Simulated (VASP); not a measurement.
# C in VASP: settings compared

Aim: see how the results for C move with the level of theory and the settings. Levels: PBEsol, r2SCAN. Tasks: single point.

Program: VASP 6.6.1. These are calculated values, not measurements. Logs are shortened: lines on timing, memory, paths and dates and some standing lists are left out, and cuts for length are marked.

### 1 The cell of the first run

The cell holds a slab with vacuum, 2 atoms: a = 2.456 Å, b = 2.456 Å, c = 8.524 Å, α = 90.00°, β = 90.00°, γ = 120.00°.

### 2 Single point, PBEsol

INCAR reads:

```
SYSTEM = C
ALGO     = Normal         ! electronic algorithm
EDIFF    = 1E-6           ! SCF threshold, eV
ENCUT    = 600            ! plane-wave cutoff, eV
GGA      = PS             ! functional
GGA_COMPAT= .False.      
ISIF     = 2              ! what is computed and relaxed
ISMEAR   = 1              ! smearing method
LASPH    = .True.         ! aspherical terms in the spheres
LCHARG   = .False.        ! write CHGCAR
LREAL    = .False.        ! projectors in reciprocal space
LWAVE    = .False.        ! write WAVECAR
NBANDS   = 11             ! bands
NELM     = 120            ! most SCF steps
PREC     = Accurate       ! precision mode
SIGMA    = 0.15           ! smearing width, eV
```

KPOINTS reads:

```
k-points
0
Gamma
  12 12 3
  0 0 0
```

POSCAR reads:

```
C
1.0
    2.4557085621      0.0000000000      0.0000000000
   -1.2278542810      2.1267059991      0.0000000000
    0.0000000000      0.0000000000      8.5237804320
C
2
Direct
    0.3333333333      0.6666666667      0.0000000000
    0.6666666667      0.3333333333      0.0000000000
```

Potentials or basis: VASP PAW PBE potentials, release 64 (C).

Started as:

```
$ cat potpaw_PBE.64/C/POTCAR > POTCAR
$ mpirun -np 1 vasp_std > vasp.out
```

OUTCAR:

```text
SYSTEM = C
   EDIFF = 1E-6
   ENCUT = 600
   GGA = PS
   ISIF = 2
   ISMEAR = 1
   LASPH = .True.
   LREAL = .False.
   NELM = 120
   PREC = Accurate

 ion  position               nearest neighbor table
   1  0.333  0.667  0.000-   2 1.42   2 1.42   2 1.42
   2  0.667  0.333  0.000-   1 1.42   1 1.42   1 1.42

  LATTYP: Found a hexagonal cell.
 ALAT       =     2.4557085621
 C/A-ratio  =     3.4710065207

  Lattice vectors:

 A1 = (   2.4557085621,   0.0000000000,   0.0000000000)
 A2 = (  -1.2278542810,   2.1267059991,   0.0000000000)
 A3 = (   0.0000000000,   0.0000000000,   8.5237804320)

Analysis of symmetry for initial positions (statically):
=====================================================================
 Subroutine PRICEL returns:
 Original cell was already a primitive cell.

 Routine SETGRP: Setting up the symmetry group for a
 hexagonal supercell.

 Subroutine GETGRP returns: Found 24 space group operations
 (whereof 24 operations were pure point group operations)
 out of a pool of 24 trial point group operations.

The static configuration has the point symmetry D_6h.

Analysis of symmetry for dynamics (positions and initial velocities):
=====================================================================
 Subroutine PRICEL returns:
 Original cell was already a primitive cell.

 Routine SETGRP: Setting up the symmetry group for a
 hexagonal supercell.

 Subroutine GETGRP returns: Found 24 space group operations
 (whereof 24 operations were pure point group operations)
 out of a pool of 24 trial point group operations.

The dynamic configuration has the point symmetry D_6h.

 Subroutine INISYM returns: Found 24 space group operations
 (whereof 24 operations are pure point group operations),
 and found     1 'primitive' translations

----------------------------------------------------------------------------------------

                                     Primitive cell

  volume of cell :      44.5160

  direct lattice vectors                    reciprocal lattice vectors
     2.455708562  0.000000000  0.000000000     0.407214445  0.235105370  0.000000000
    -1.227854281  2.126705999  0.000000000     0.000000000  0.470210739  0.000000000
     0.000000000  0.000000000  8.523780432     0.000000000  0.000000000  0.117318836

  length of vectors
     2.455708562  2.455708562  8.523780432     0.470210739  0.470210739  0.117318836

  position of ions in fractional coordinates (direct lattice)
     0.333333333  0.666666667  0.000000000
     0.666666667  0.333333333  0.000000000

  ion indices of the primitive-cell ions
   primitive index   ion index
                 1           1
                 2           2

----------------------------------------------------------------------------------------

 KPOINTS: k-points

Automatic generation of k-mesh.
 Grid dimensions read from file:
 generate k-points for:   12   12    3

 Generating k-lattice:

  Cartesian coordinates                     Fractional coordinates (reciprocal lattice)
     0.033934537  0.019592114  0.000000000     0.083333333  0.000000000  0.000000000
     0.000000000  0.039184228  0.000000000     0.000000000  0.083333333  0.000000000
     0.000000000  0.000000000  0.039106279     0.000000000  0.000000000  0.333333333

  Length of vectors
     0.039184228  0.039184228  0.039106279

  Shift w.r.t. Gamma in fractional coordinates (k-lattice)
     0.000000000  0.000000000  0.000000000

 Subroutine IBZKPT returns following result:
 ===========================================

 Found     38 irreducible k-points:

 Following reciprocal coordinates:
            Coordinates               Weight
  0.000000  0.000000  0.000000      1.000000
  0.083333 -0.000000  0.000000      6.000000
  0.166667 -0.000000  0.000000      6.000000
  0.250000 -0.000000  0.000000      6.000000
  0.333333 -0.000000  0.000000      6.000000
  0.416667 -0.000000  0.000000      6.000000
[... 16 lines left out ...]
  0.250000 -0.000000  0.333333     12.000000
  0.333333 -0.000000  0.333333     12.000000
 [... further k-points ...]
   k-points           NKPTS =     38   k-points in BZ     NKDIM =     38   number of bands    NBANDS=     11
   number of dos      NEDOS =    301   number of ions     NIONS =      2
   total plane-waves  NPLWV =  28000
   dimension x,y,z NGX =    20 NGY =   20 NGZ =   70
   dimension x,y,z NGXF=    40 NGYF=   40 NGZF=  140
   ions per type =               2
   NGX,Y,Z   is equivalent  to a cutoff of  13.54, 13.54, 13.65 a.u.
   NGXF,Y,Z  is equivalent  to a cutoff of  27.08, 27.08, 27.31 a.u.
 SYSTEM =  C
   PREC   = accura    normal or accurate (medium, high low for compatibility)
   ISTART =      0    job   : 0-new  1-cont  2-samecut
   ICHARG =      2    charge: 1-file 2-atom 10-const
   ISPIN  =      1    spin polarized calculation?
   LNONCOLLINEAR =      F non collinear calculations
   LSORBIT =      F    spin-orbit coupling
   LASPH  =      T    aspherical Exc in radial PAW
   ENCUT  =  600.0 eV  44.10 Ry    6.64 a.u.   4.90  4.90 17.02*2*pi/ulx,y,z
   NELM   =    120;   NELMIN=  2; NELMDL= -5     # of ELM steps
   EDIFF  = 0.1E-05   stopping-criterion for ELM
   LREAL  =      F    real-space projection
[... 7 lines left out ...]
   TEBEG  =    0.0;   TEEND  =   0.0 temperature during run
   PSTRESS=    0.0 pullay stress
   NELECT =       8.0000    total number of electrons
   NUPDOWN=      -1.0000    fix difference up-down
   EMIN   =  10.00;   EMAX   =-10.00  energy-range for DOS
   EFERMI =   0.00;   METHOD = LEGACY
   ISMEAR =     1;   SIGMA  =   0.15  broadening in eV -4-tet -1-fermi 0-gaus
   EFERMI_NEDOS =   21; number of points for ismear=-14 and -15
   IALGO  =     38    algorithm
   IMIX   =      4    mixing-type and parameters
     AMIX     =   0.40;   BMIX     =  1.00
     AMIX_MAG =   1.60;   BMIX_MAG =  1.00
  volume/ion in A,a.u.               =      22.26       150.20
  Fermi-wavevector in a.u.,A,eV,Ry     =   0.923845  1.745815 11.612442  0.853490
  Thomas-Fermi vector in A             =   2.049527
   LORBIT       =      0    0 simple, 1 ext, 2 COOP (PROOUT), +10 PAW based schemes
   GGA     = PS    functional components
   LHFCALC =     F    Hartree Fock is set to
   AEXX    =    0.0000 exact exchange contribution
   IVDW    =     0    specifies the selected vdW correction
   LEPSILON=     F    determine dielectric tensor
   LRPA    =     F    only Hartree local field effects (RPA)
 non-spin polarized calculation
 Methfessel and Paxton  Order N= 1 SIGMA  =   0.15
  energy-cutoff  :      600.00
  volume of cell :       44.52
 maximum number of plane-waves:      1518
 NGX is ok and might be reduce to    20
   NGX =  9   NGY =  9   NGZ = 35

 number of electron       7.9999999 magnetization

 Free energy of the ion-electron system (eV)
  ---------------------------------------------------
  ext. energy  EPLUGINS =         0.00000000
  ---------------------------------------------------
  free energy    TOTEN  =       -19.28123058 eV

  energy without entropy =      -19.28005518  energy(sigma->0) =      -19.28083878

 E-fermi :  -0.7431     XC(G=0):  -4.9835

 val. band max:       -0.7431598638   @ k =   0.3333   0.3333   0.3333
 cond. band min:      -0.7430451618   @ k =   0.3333   0.3333   0.0000
 fundamental gap:      0.0001147020
 Fermi energy:        -0.7431216299

 k-point     1 :       0.0000    0.0000    0.0000
  band No.  band energies     occupation
      1     -20.3281      2.00000
      2      -8.4766      2.00000
      3      -3.7448      2.00000
      4      -3.7448      2.00000
      5       2.3534      0.00000
      6       4.7261      0.00000
      7       6.2699      0.00000
      8       7.6212      0.00000
      9       7.6212      0.00000
     10      10.8548      0.00000
     11      12.1423      0.00000

 k-point     2 :       0.0833   -0.0000    0.0000
  band No.  band energies     occupation
      1     -20.1628      2.00000
      2      -8.2782      2.00000
      3      -4.3988      2.00000
      4      -4.0907      2.00000
      5       2.5784      0.00000
      6       4.9460      0.00000
      7       6.4810      0.00000
      8       7.6973      0.00000
      9       8.3281      0.00000
     10      10.2813      0.00000
     11      12.4336      0.00000

 k-point     3 :       0.1667   -0.0000    0.0000
  band No.  band energies     occupation
      1     -19.6684      2.00000
      2      -7.6881      2.00000
      3      -6.0469      2.00000
      4      -4.8984      2.00000
      5       3.2533      0.00000
      6       5.6009      0.00000
      7       7.0923      0.00000
      8       7.7051      0.00000
      9       8.7445      0.00000
     10      10.1984      0.00000
     11      13.3597      0.00000

 k-point     4 :       0.2500   -0.0000    0.0000
  band No.  band energies     occupation
      1     -18.8508      2.00000
      2      -8.1609      2.00000
      3      -6.7255      2.00000
      4      -5.7927      2.00000
      5       4.3763      0.00000
      6       6.4180      0.00000
      7       6.8823      0.00000
      8       7.3300      0.00000
      9       8.3003      0.00000
     10      12.7820      0.00000
     11      14.6521      0.00000

 k-point     5 :       0.3333   -0.0000    0.0000
  band No.  band energies     occupation
      1     -17.7215      2.00000
      2     -10.3828      2.00000
      3      -6.5370      2.00000
      4      -5.4399      2.00000
      5       4.2141      0.00000
      6       5.9380      0.00000
      7       7.0489      0.00000
      8       8.2381      0.00000
      9       9.7941      0.00000
     10      15.1661      0.00000
     11      15.4116      0.00000
[... 211 lines left out ...]
 k-point    21 :       0.0833   -0.0000    0.3333
  band No.  band energies     occupation
      1     -20.1627      2.00000
      2      -8.2785      2.00000
      3      -4.3988      2.00000
      4      -4.0906      2.00000
      5       2.9218      0.00000
      6       3.9055      0.00000
      7       7.6664      0.00000
      8       7.9566      0.00000
      9       8.3281      0.00000
     10      10.2813      0.00000
     11      11.2146      0.00000

 k-point    22 :       0.1667   -0.0000    0.3333
  band No.  band energies     occupation
      1     -19.6685      2.00000
      2      -7.6884      2.00000
      3      -6.0470      2.00000
      4      -4.8984      2.00000
      5       3.5938      0.00000
      6       4.5716      0.00000
      7       7.6273      0.00000
      8       8.5560      0.00000
      9       8.7803      0.00000
     10      10.1984      0.00000
     11      11.8468      0.00000

 k-point    23 :       0.2500   -0.0000    0.3333
  band No.  band energies     occupation
      1     -18.8509      2.00000
      2      -8.1609      2.00000
      3      -6.7257      2.00000
      4      -5.7928      2.00000
      5       4.7095      0.00000
      6       5.6566      0.00000
      7       6.6210      0.00000
      8       7.3738      0.00000
      9       9.6542      0.00000
     10      12.7820      0.00000
     11      12.8659      0.00000

 k-point    24 :       0.3333   -0.0000    0.3333
  band No.  band energies     occupation
      1     -17.7214      2.00000
      2     -10.3827      2.00000
      3      -6.5368      2.00000
      4      -5.4401      2.00000
      5       4.2115      0.00000
      6       6.2636      0.00000
      7       7.0223      0.00000
      8       7.2990      0.00000
      9      11.0911      0.00000
     10      14.1987      0.00000
     11      15.2255      0.00000

 [... further k-points ...]

------------------------ aborting loop because EDIFF is reached ----------------------------------------

  FORCE on cell =-STRESS in cart. coord.  units (eV):
  Direction    XX          YY          ZZ          XY          YZ          ZX
  --------------------------------------------------------------------------------------
  -------------------------------------------------------------------------------------
  Total        0.2429769      0.2429769     -0.0348828      0.0000000      0.0000000      0.0000000
  in kB        8.7449837      8.7449837     -1.2554667      0.0000000      0.0000000      0.0000000
  external PRESSURE =       5.4115002 kB  Pullay stress =       0.0000000 kB

 VOLUME and BASIS-vectors are now :
 -----------------------------------------------------------------------------
  energy-cutoff  :      600.00
  volume of cell :       44.52
      direct lattice vectors                 reciprocal lattice vectors
     2.455708562  0.000000000  0.000000000     0.407214445  0.235105370  0.000000000
    -1.227854281  2.126705999  0.000000000     0.000000000  0.470210739  0.000000000
     0.000000000  0.000000000  8.523780432     0.000000000  0.000000000  0.117318836

 POSITION                                       TOTAL-FORCE (eV/Angst)
 -----------------------------------------------------------------------------------
     -0.00000      1.41780      0.00000        -0.000000     -0.000000      0.000000
      1.22785      0.70890      0.00000         0.000000      0.000000     -0.000000
 -----------------------------------------------------------------------------------
    total drift:                                0.000000     -0.000000     -0.000000

  FREE ENERGIE OF THE ION-ELECTRON SYSTEM (eV)
  ---------------------------------------------------
  free  energy   TOTEN  =       -19.2812305781 eV

  energy  without entropy=      -19.2800551836  energy(sigma->0) =      -19.28083878
```

Run time: 43 s. Hardware: 1 thread of AMD EPYC 7R13, shared host; peak memory 0.14 GiB.

Results:

| Property | Result |
| --- | --- |
| Free energy | -19.2812 eV |
| Band gap on the k mesh | zero (filled and empty bands touch) |

Caveat: the PAW data sets were made with another functional, which shifts forces and pressure a little.

[end of part 1 of 2]
